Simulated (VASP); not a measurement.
## AlRu: density of states with LDA+U

Crystal: AlRu.

```
CELL_PARAMETERS angstrom
2.99160 0.00000 0.00000
0.00000 2.99160 0.00000
0.00000 0.00000 2.99160
ATOMIC_POSITIONS crystal
Ru 0.50000 0.50000 0.50000
Al 0.00000 0.00000 0.00000
```

```yaml
Program: VASP 6.6.1
Task: density of states
Functional: LDA
Potentials_or_basis: VASP PAW LDA potentials, release 64 (Ru_sv, Al)
Cutoff: 520 eV
k_mesh: 9 × 9 × 9
Occupations: fermi-dirac, width 0.05 eV
Spin: no spin polarisation
Hubbard_terms: Ru d U = 4.0 eV
Dipole_correction: no
k_mesh_for_the_DOS: 14 × 14 × 14
Second_run: valence_matched
Occupations_for_the_DOS: tetrahedron
Further_INCAR_settings: ALGO = Normal; EDIFF = 1e-06
```

| Item | Value |
| --- | --- |
| Valence electrons inside the program's atomic spheres | Ru 13.81; Al 0.81 |

Levels at points of the mesh, in eV from the Fermi level:
```csv
k point,band 7,band 8,band 9,band 10,band 11,band 12,band 13
"(0.00, 0.00, 0.00)",-3.19,0.07,0.07,0.07,6.22,6.22,6.22
"(0.50, 0.00, 0.00)",-2.37,-1.67,-1.67,0.32,2.72,7.69,11.20
"(0.50, 0.50, 0.00)",-1.25,-1.25,-1.14,-1.14,2.01,5.61,6.21
"(0.50, 0.50, 0.50)",-4.61,2.11,2.11,2.65,4.36,4.36,4.36
```

Eigenvalues of the final occupation matrices:
```
    site  spin  trace               eigenvalues
site 1 d     1   2.81  0.45 0.45 0.63 0.63 0.63
site 1 d     2   2.81  0.45 0.45 0.63 0.63 0.63
```

Wall time 17 s on 1 thread of AMD EPYC 9R45 96-Core Processor (Zen 5) (shared host), peak memory 0.13 GiB.

Caveat: U without spin polarisation on a metal has little footing; the U is typed as a test and isn't derived for this compound.
